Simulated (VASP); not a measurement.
Write the native input for VASP 6.6.1 that does the following.

- Task: single point
- Functional: LDA
- Potentials or basis: VASP PAW LDA potentials, release 64 (N)
- Cutoff: 520 eV
- k mesh: 7 × 7 × 2
- Occupations: gaussian, width 0.05 eV
- Spin: no spin polarisation
- Dipole correction: no
- Further INCAR settings: ALGO = Normal; EDIFF = 1e-06; NBANDS = 30

The structure of N lies in POSCAR:

```
N
1.0
   -3.5269202438      0.0000000000      0.0000000000
   -1.7634601219     -3.0544025283      0.0000000000
    0.0000000000      0.0000000000     15.6505029787
N
8
Direct
    0.3333333333      0.3333333333      0.7981353371
    0.3333333333      0.3333333333      0.3620310471
    0.3333333333      0.3333333333      0.7282296779
    0.3333333333      0.3333333333      0.2921253879
    0.6666666667      0.6666666667      0.1439789021
    0.6666666667      0.6666666667      0.5800831921
    0.6666666667      0.6666666667      0.0740732429
    0.6666666667      0.6666666667      0.5101775329
```

The input as run:

INCAR

```
SYSTEM = N
PREC     = Accurate       ! precision mode
ENCUT    = 520            ! plane-wave cutoff, eV
EDIFF    = 1E-6           ! SCF threshold, eV
ISMEAR   = 0              ! smearing method
SIGMA    = 0.05           ! smearing width, eV
LREAL    = .FALSE.        ! projectors in reciprocal space
LASPH    = .TRUE.         ! aspherical terms in the spheres
NELM     = 100            ! most SCF steps
ALGO     = Normal         ! electronic algorithm
ISIF     = 2              ! what is computed and relaxed
LWAVE    = .FALSE.        ! write WAVECAR
LCHARG   = .TRUE.         ! write CHGCAR
GGA      = CA             ! functional
LELF     = .TRUE.         ! ELF
LVHAR    = .TRUE.       
NBANDS   = 30             ! bands
```

KPOINTS

```
Automatic mesh
0
G
  7 7 2
  0 0 0
```

Potentials or basis: VASP PAW LDA potentials, release 64 (N).

The run is started by

```sh
$ cat potpaw_LDA.64/N/POTCAR > POTCAR
$ mpirun -np 1 vasp_std > vasp.out
```

Results of the run:

* Pressure: 1.9 GPa
* Largest force: 1.533 eV/Å
* Band gap on the k mesh: 6.61 eV, indirect (least direct gap 6.78 eV)

Caveat: the standard files for N, O and F lose accuracy on very short bonds; forces of over 1 eV/Å act on the atoms, so gaps and moduli don't describe the material at rest.

Wall time 38 s on 1 thread of Intel(R) Xeon(R) 6975P-C (Granite Rapids), on a shared host, peak memory 0.24 GiB.
